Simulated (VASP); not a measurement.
# Cs (Fd-3m) in VASP: a series of runs

Runs on Cs. Level: PBEsol. Tasks: single point.

Everything below comes from runs of VASP 6.6.1. Logs are shortened: lines on timing, memory, paths and dates and some standing lists are left out, and cuts for length are marked.

**1. The cell of the first run**

The structure is cubic, space group Fd-3m (No. 227). The conventional cell has a = 11.062 Å, b = 11.062 Å, c = 11.062 Å, α = 90.00°, β = 90.00°, γ = 90.00°.

This isn't the form of Cs at room conditions, which is bcc.

**2. Single point, PBEsol**

Input file INCAR:

```
  PREC = Accurate
  ENCUT = 520
  EDIFF = 1E-6
  ISMEAR = -1
  SIGMA = 0.1
  LREAL = F
  LASPH = T
  NELM = 100
  ALGO = Normal
  ISIF = 2
  LWAVE = F
  LCHARG = F
  GGA = PS
  NBANDS = 16
```

Input file KPOINTS:

```
Automatic mesh
0
Gamma
  5 5 5
```

Input file POSCAR:

```
Cs
1.0
    0.0000000000      5.5307736337      5.5307736337
    5.5307736337      0.0000000000      5.5307736337
    5.5307736337      5.5307736337      0.0000000000
Cs
2
Direct
    0.1250000000      0.1250000000      0.1250000000
    0.8750000000      0.8750000000      0.8750000000
```

Potentials or basis: VASP PAW PBE potentials, release 64 (Cs_sv).

Started as:

```bash
$ cat potpaw_PBE.64/Cs_sv/POTCAR > POTCAR
$ mpirun -np 1 vasp_std > vasp.out
```

OUTCAR:

```text
PREC = Accurate
   ENCUT = 520
   EDIFF = 1E-6
   ISMEAR = -1
   LREAL = F
   LASPH = T
   NELM = 100
   ISIF = 2
   GGA = PS

 ion  position               nearest neighbor table
   1  0.125  0.125  0.125-
   2  0.875  0.875  0.875-

  LATTYP: Found a face centered cubic cell.
 ALAT       =    11.0615472674

  Lattice vectors:

 A1 = (   0.0000000000,   5.5307736337,   5.5307736337)
 A2 = (   5.5307736337,   0.0000000000,   5.5307736337)
 A3 = (   5.5307736337,   5.5307736337,   0.0000000000)

Analysis of symmetry for initial positions (statically):
=====================================================================
 Subroutine PRICEL returns:
 Original cell was already a primitive cell.

 Routine SETGRP: Setting up the symmetry group for a
 face centered cubic supercell.

 Subroutine GETGRP returns: Found 48 space group operations
 (whereof 12 operations were pure point group operations)
 out of a pool of 48 trial point group operations.

The static configuration has the point symmetry D_3d.
 The point group associated with its full space group is O_h .

Analysis of symmetry for dynamics (positions and initial velocities):
=====================================================================
 Subroutine PRICEL returns:
 Original cell was already a primitive cell.

 Routine SETGRP: Setting up the symmetry group for a
 face centered cubic supercell.

 Subroutine GETGRP returns: Found 48 space group operations
 (whereof 12 operations were pure point group operations)
 out of a pool of 48 trial point group operations.

The dynamic configuration has the point symmetry D_3d.
 The point group associated with its full space group is O_h .

 Subroutine INISYM returns: Found 48 space group operations
 (whereof 12 operations are pure point group operations),
 and found     1 'primitive' translations

----------------------------------------------------------------------------------------

                                     Primitive cell

  volume of cell :     338.3667

  direct lattice vectors                    reciprocal lattice vectors
     0.000000000  5.530773634  5.530773634    -0.090403266  0.090403266  0.090403266
     5.530773634  0.000000000  5.530773634     0.090403266 -0.090403266  0.090403266
     5.530773634  5.530773634  0.000000000     0.090403266  0.090403266 -0.090403266

  length of vectors
     7.821695083  7.821695083  7.821695083     0.156583050  0.156583050  0.156583050

  position of ions in fractional coordinates (direct lattice)
     0.125000000  0.125000000  0.125000000
     0.875000000  0.875000000  0.875000000

  ion indices of the primitive-cell ions
   primitive index   ion index
                 1           1
                 2           2

----------------------------------------------------------------------------------------

 KPOINTS: Automatic mesh

Automatic generation of k-mesh.
 Grid dimensions read from file:
 generate k-points for:    5    5    5

 Generating k-lattice:

  Cartesian coordinates                     Fractional coordinates (reciprocal lattice)
    -0.018080653  0.018080653  0.018080653     0.200000000  0.000000000  0.000000000
     0.018080653 -0.018080653  0.018080653     0.000000000  0.200000000  0.000000000
     0.018080653  0.018080653 -0.018080653     0.000000000  0.000000000  0.200000000

  Length of vectors
     0.031316610  0.031316610  0.031316610

  Shift w.r.t. Gamma in fractional coordinates (k-lattice)
     0.000000000  0.000000000  0.000000000

 Subroutine IBZKPT returns following result:
 ===========================================

 Found     10 irreducible k-points:

 Following reciprocal coordinates:
            Coordinates               Weight
  0.000000  0.000000  0.000000      1.000000
  0.200000  0.000000  0.000000      8.000000
  0.400000  0.000000  0.000000      8.000000
  0.200000  0.200000  0.000000      6.000000
  0.400000  0.200000  0.000000     24.000000
 -0.400000  0.200000  0.000000     24.000000
 -0.200000  0.200000  0.000000     12.000000
  0.400000  0.400000  0.000000      6.000000
 -0.400000  0.400000  0.000000     12.000000
 -0.400000  0.400000  0.200000     24.000000
   k-points           NKPTS =     10   k-points in BZ     NKDIM =     10   number of bands    NBANDS=     16
   number of dos      NEDOS =    301   number of ions     NIONS =      2
   total plane-waves  NPLWV = 216000
   dimension x,y,z NGX =    60 NGY =   60 NGZ =   60
   dimension x,y,z NGXF=   120 NGYF=  120 NGZF=  120
   ions per type =               2
   NGX,Y,Z   is equivalent  to a cutoff of  12.75, 12.75, 12.75 a.u.
   NGXF,Y,Z  is equivalent  to a cutoff of  25.51, 25.51, 25.51 a.u.
 SYSTEM =  unknown system
   PREC   = accura    normal or accurate (medium, high low for compatibility)
   ISTART =      0    job   : 0-new  1-cont  2-samecut
   ICHARG =      2    charge: 1-file 2-atom 10-const
   ISPIN  =      1    spin polarized calculation?
   LNONCOLLINEAR =      F non collinear calculations
   LSORBIT =      F    spin-orbit coupling
   LASPH  =      T    aspherical Exc in radial PAW
   ENCUT  =  520.0 eV  38.22 Ry    6.18 a.u.  14.54 14.54 14.54*2*pi/ulx,y,z
   NELM   =    100;   NELMIN=  2; NELMDL= -5     # of ELM steps
   EDIFF  = 0.1E-05   stopping-criterion for ELM
   LREAL  =      F    real-space projection
   EDIFFG = 0.1E-04   stopping-criterion for IOM
   NSW    =      0    number of steps for IOM
   IBRION =     -1    ionic relax: 0-MD 1-quasi-New 2-CG
   NFREE  =      0    steps in history (QN), initial steepest desc. (CG)
   ISIF   =      2    stress and relaxation
   ISYM   =      2    0-nonsym 1-usesym 2-fastsym
   POTIM  = 0.5000    time-step for ionic-motion
   TEBEG  =    0.0;   TEEND  =   0.0 temperature during run
   PSTRESS=    0.0 pullay stress
   NELECT =      18.0000    total number of electrons
   NUPDOWN=      -1.0000    fix difference up-down
   EMIN   =  10.00;   EMAX   =-10.00  energy-range for DOS
   EFERMI =   0.00;   METHOD = LEGACY
   ISMEAR =    -1;   SIGMA  =   0.10  broadening in eV -4-tet -1-fermi 0-gaus
   EFERMI_NEDOS =   21; number of points for ismear=-14 and -15
   IALGO  =     38    algorithm
   IMIX   =      4    mixing-type and parameters
     AMIX     =   0.40;   BMIX     =  1.00
     AMIX_MAG =   1.60;   BMIX_MAG =  1.00
  volume/ion in A,a.u.               =     169.18      1141.71
  Fermi-wavevector in a.u.,A,eV,Ry     =   0.615701  1.163506  5.157800  0.379088
  Thomas-Fermi vector in A             =   1.673165
   LORBIT       =      0    0 simple, 1 ext, 2 COOP (PROOUT), +10 PAW based schemes
   GGA     = PS    functional components
   LHFCALC =     F    Hartree Fock is set to
   AEXX    =    0.0000 exact exchange contribution
   IVDW    =     0    specifies the selected vdW correction
   LEPSILON=     F    determine dielectric tensor
   LRPA    =     F    only Hartree local field effects (RPA)
 non-spin polarized calculation
  energy-cutoff  :      520.00
  volume of cell :      338.37
 maximum number of plane-waves:      9185
 NGX is ok and might be reduce to    60
   NGX = 29   NGY = 29   NGZ = 29

 number of electron      17.9999998 magnetization

 Free energy of the ion-electron system (eV)
  ---------------------------------------------------
  ext. energy  EPLUGINS =         0.00000000
  ---------------------------------------------------
  free energy    TOTEN  =        -1.36172877 eV

  energy without entropy =       -1.29513772  energy(sigma->0) =       -1.32843325

 E-fermi :  -0.3291     XC(G=0):  -4.4966

 val. band max:       -0.6033970793   @ k =  -0.4000   0.4000   0.2000
 cond. band min:      -0.3065353402   @ k =  -0.4000   0.4000   0.0000
 fundamental gap:      0.2968617391
 Fermi energy:        -0.3290973076

 k-point     1 :       0.0000    0.0000    0.0000
  band No.  band energies     occupation
      1     -24.6511      2.00000
      2     -24.6279      2.00000
      3     -11.4819      2.00000
      4     -11.4819      2.00000
      5     -11.4819      2.00000
      6     -11.3585      2.00000
[... 8 lines left out ...]
     15       1.4713      0.00000
     16       1.4713      0.00000

 k-point     2 :       0.2000    0.0000    0.0000
  band No.  band energies     occupation
      1     -24.6495      2.00000
      2     -24.6295      2.00000
      3     -11.4866      2.00000
      4     -11.4866      2.00000
      5     -11.4807      2.00000
      6     -11.3607      2.00000
[... 8 lines left out ...]
     15       1.2637      0.00000
     16       1.5011      0.00000

 k-point     3 :       0.4000    0.0000    0.0000
  band No.  band energies     occupation
      1     -24.6461      2.00000
      2     -24.6330      2.00000
      3     -11.4936      2.00000
      4     -11.4936      2.00000
      5     -11.4788      2.00000
      6     -11.3642      2.00000
[... 8 lines left out ...]
     15       1.3241      0.00000
     16       1.7111      0.00000

 k-point     4 :       0.2000    0.2000    0.0000
  band No.  band energies     occupation
      1     -24.6489      2.00000
      2     -24.6301      2.00000
      3     -11.4918      2.00000
      4     -11.4918      2.00000
      5     -11.4707      2.00000
      6     -11.3710      2.00000
[... 8 lines left out ...]
     15       1.1764      0.00000
     16       1.4733      0.00000

 k-point     5 :       0.4000    0.2000    0.0000
  band No.  band energies     occupation
      1     -24.6458      2.00000
      2     -24.6333      2.00000
      3     -11.5009      2.00000
      4     -11.4986      2.00000
      5     -11.4606      2.00000
      6     -11.3821      2.00000
[... 8 lines left out ...]
     15       1.3473      0.00000
     16       1.6119      0.00000

 k-point     6 :      -0.4000    0.2000    0.0000
  band No.  band energies     occupation
      1     -24.6440      2.00000
      2     -24.6351      2.00000
      3     -11.5061      2.00000
      4     -11.4980      2.00000
      5     -11.4585      2.00000
      6     -11.3843      2.00000
[... 8 lines left out ...]
     15       1.3634      0.00000
     16       1.7234      0.00000

 k-point     7 :      -0.2000    0.2000    0.0000
  band No.  band energies     occupation
      1     -24.6471      2.00000
      2     -24.6319      2.00000
      3     -11.4996      2.00000
      4     -11.4907      2.00000
      5     -11.4699      2.00000
      6     -11.3722      2.00000
[... 8 lines left out ...]
     15       1.3699      0.00000
     16       1.5476      0.00000

 k-point     8 :       0.4000    0.4000    0.0000
  band No.  band energies     occupation
      1     -24.6431      2.00000
      2     -24.6359      2.00000
      3     -11.5055      2.00000
      4     -11.5055      2.00000
      5     -11.4409      2.00000
      6     -11.4029      2.00000
[... 8 lines left out ...]
     15       1.4779      0.00000
     16       1.4780      0.00000

 k-point     9 :      -0.4000    0.4000    0.0000
  band No.  band energies     occupation
      1     -24.6406      2.00000
      2     -24.6384      2.00000
      3     -11.5096      2.00000
      4     -11.5052      2.00000
      5     -11.4318      2.00000
      6     -11.4118      2.00000
[... 8 lines left out ...]
     15       1.3929      0.00000
     16       1.6465      0.00000

 k-point    10 :      -0.4000    0.4000    0.2000
  band No.  band energies     occupation
      1     -24.6424      2.00000
      2     -24.6366      2.00000
      3     -11.5084      2.00000
      4     -11.5037      2.00000
      5     -11.4413      2.00000
      6     -11.4017      2.00000
[... 8 lines left out ...]
     15       1.4000      0.00000
     16       1.4878      0.00000

------------------------ aborting loop because EDIFF is reached ----------------------------------------

  FORCE on cell =-STRESS in cart. coord.  units (eV):
  Direction    XX          YY          ZZ          XY          YZ          ZX
  --------------------------------------------------------------------------------------
  -------------------------------------------------------------------------------------
  Total        0.0071194      0.0071194      0.0071194     -0.0000000     -0.0000000      0.0000000
  in kB        0.0337105      0.0337105      0.0337105     -0.0000000     -0.0000000      0.0000000
  external PRESSURE =       0.0337105 kB  Pullay stress =       0.0000000 kB

 VOLUME and BASIS-vectors are now :
 -----------------------------------------------------------------------------
  energy-cutoff  :      520.00
  volume of cell :      338.37
      direct lattice vectors                 reciprocal lattice vectors
     0.000000000  5.530773634  5.530773634    -0.090403266  0.090403266  0.090403266
     5.530773634  0.000000000  5.530773634     0.090403266 -0.090403266  0.090403266
     5.530773634  5.530773634  0.000000000     0.090403266  0.090403266 -0.090403266

 POSITION                                       TOTAL-FORCE (eV/Angst)
 -----------------------------------------------------------------------------------
      1.38269      1.38269      1.38269         0.000000      0.000000      0.000000
      9.67885      9.67885      9.67885        -0.000000     -0.000000     -0.000000
 -----------------------------------------------------------------------------------
    total drift:                               -0.000000      0.000000     -0.000000

  FREE ENERGIE OF THE ION-ELECTRON SYSTEM (eV)
  ---------------------------------------------------
  free  energy   TOTEN  =        -1.3617287684 eV

  energy  without entropy=       -1.2951377234  energy(sigma->0) =       -1.32843325
```

Wall time 92 s (1 thread of Intel Xeon Platinum 8375C at 2.90GHz (Ice Lake), shared host); peak memory 0.47 GiB.

Results:

```
Free energy : -1.3617 eV
Pressure    : 0.0 GPa
```

Levels at points of the mesh, in eV from the Fermi level:
| k point | band 7 | band 8 | band 9 | band 10 | band 11 | band 12 |
| --- | --- | --- | --- | --- | --- | --- |
| (0.00, 0.00, 0.00) | -11.03 | -11.03 | -1.36 | 1.35 | 1.35 | 1.39 |

Caveat: the PAW data sets were made with another functional, which shifts forces and pressure a little; spin-orbit coupling is left out, which moves the levels of the heavy elements.

**3. Single point, PBEsol (148.88 Å³/atom)**

This run uses another cell than the first one, of 148.88 Å³/atom.

Input file INCAR:

```
SYSTEM = Cs
ALGO = Normal
EDIFF = 1E-6
ENCUT = 520
GGA = PS
ISIF = 2
ISMEAR = -1
LASPH = .True.
LCHARG = .False.
LREAL = .False.
LWAVE = .False.
NBANDS = 16
NELM = 100
PREC = Accurate
SIGMA = 0.1
```

Input file KPOINTS:

```
k-points
0
Gamma
  6 6 6
  0 0 0
```

Input file POSCAR:

```
Cs
1.0
    0.0000000000      5.3000517227      5.3000517227
    5.3000517227      0.0000000000      5.3000517227
    5.3000517227      5.3000517227      0.0000000000
Cs
2
Direct
    0.1250000000      0.1250000000      0.1250000000
    0.8750000000      0.8750000000      0.8750000000
```

Potentials or basis: VASP PAW PBE potentials, release 64 (Cs_sv).

Started as:

```bash
$ cat potpaw_PBE.64/Cs_sv/POTCAR > POTCAR
$ mpirun -np 1 vasp_std > vasp.out
```

Wall time 1.9 min (1 thread of Intel Xeon Platinum 8375C at 2.90GHz (Ice Lake), shared host); peak memory 0.44 GiB.

The run converged. Its results:

```yaml
Free_energy: -1.3461 eV
Pressure: 0.1 GPa
Band_gap_on_the_k_mesh: zero (bands 9 and 10 overlap by 0.15 eV)
```

Levels at points of the mesh, in eV from the Fermi level:
| k point | band 7 | band 8 | band 9 | band 10 | band 11 | band 12 |
| --- | --- | --- | --- | --- | --- | --- |
| (0.00, 0.00, 0.00) | -11.02 | -11.02 | -1.49 | 1.29 | 1.29 | 1.42 |
| (0.50, 0.00, 0.00) | -11.00 | -11.00 | -0.57 | 0.01 | 1.08 | 1.08 |
| (0.50, 0.50, 0.00) | -10.98 | -10.98 | 0.06 | 0.06 | 0.59 | 0.59 |

Caveat: the PAW data sets were made with another functional, which shifts forces and pressure a little; spin-orbit coupling is left out, which moves the levels of the heavy elements.

**4. Single point, PBEsol (155.65 Å³/atom)**

This run uses another cell than the first one, of 155.65 Å³/atom.

Input file INCAR:

```
PREC = Accurate
ENCUT = 520
EDIFF = 1E-7
ISMEAR = -1
SIGMA = 0.1
LREAL = F
LASPH = T
NELM = 60
ALGO = Normal
ISIF = 2
LWAVE = F
LCHARG = F
GGA = PS
NBANDS = 16
```

Input file KPOINTS:

```
Automatic mesh
0
Gamma
  6 6 6
```

Input file POSCAR:

```
Cs
1.0
    0.0000000000      5.3791686365      5.3791686365
    5.3791686365      0.0000000000      5.3791686365
    5.3791686365      5.3791686365      0.0000000000
Cs
2
Direct
    0.1250000000      0.1250000000      0.1250000000
    0.8750000000      0.8750000000      0.8750000000
```

Started as:

```bash
$ cat potpaw_PBE.64/Cs_sv/POTCAR > POTCAR
$ mpirun -np 1 vasp_std > vasp.out
```

Run time: 2.7 min. Hardware: 1 thread of Intel Xeon Platinum 8375C at 2.90GHz (Ice Lake), shared host; peak memory 0.5 GiB.

It converged, with:

| Item | Value |
| --- | --- |
| Free energy | -1.3543 eV |
| Pressure | 0.1 GPa |
| Band gap on the k mesh | zero (bands 9 and 10 overlap by 0.12 eV) |

Levels at points of the mesh, in eV from the Fermi level:
```csv
k point,band 5,band 6,band 7,band 8,band 9,band 10,band 11,band 12,band 13,band 14
"(0.00, 0.00, 0.00)",-11.18,-11.03,-11.03,-11.03,-1.45,1.31,1.31,1.41,1.41,1.41
"(0.50, 0.00, 0.00)",-11.18,-11.03,-11.01,-11.01,-0.56,0.02,1.10,1.10,1.33,1.67
"(0.50, 0.50, 0.00)",-11.11,-11.11,-10.99,-10.99,0.05,0.05,0.60,0.60,1.64,1.64
```

Caveat: the PAW data sets were made with another functional, which shifts forces and pressure a little; spin-orbit coupling is left out, which moves the levels of the heavy elements.

**5. Overview**

```csv
cell,k mesh,gap on the mesh (eV),pressure (GPa)
"a = 7.822 Å, angles 60.0°, 2 atoms",5 × 5 × 5,-,0.0
"a = 7.495 Å, angles 60.0°, 2 atoms",6 × 6 × 6,none,0.1
"a = 7.607 Å, angles 60.0°, 2 atoms",6 × 6 × 6,none,0.1
```

Alike in all rows: task single point; level PBEsol; potentials or basis VASP PAW PBE potentials, release 64 (Cs_sv); no spin polarisation; cutoff (eV) 520; smearing fermi-dirac 0.1 eV.

Caveats: the PAW data sets were made with another functional, which shifts forces and pressure a little; spin-orbit coupling is left out, which moves the levels of the heavy elements.

Total energies depend on the potentials used, so only differences within one code and one set of settings carry meaning.

The gap in the log of VASP goes by the Fermi energy; the results here count the filled bands.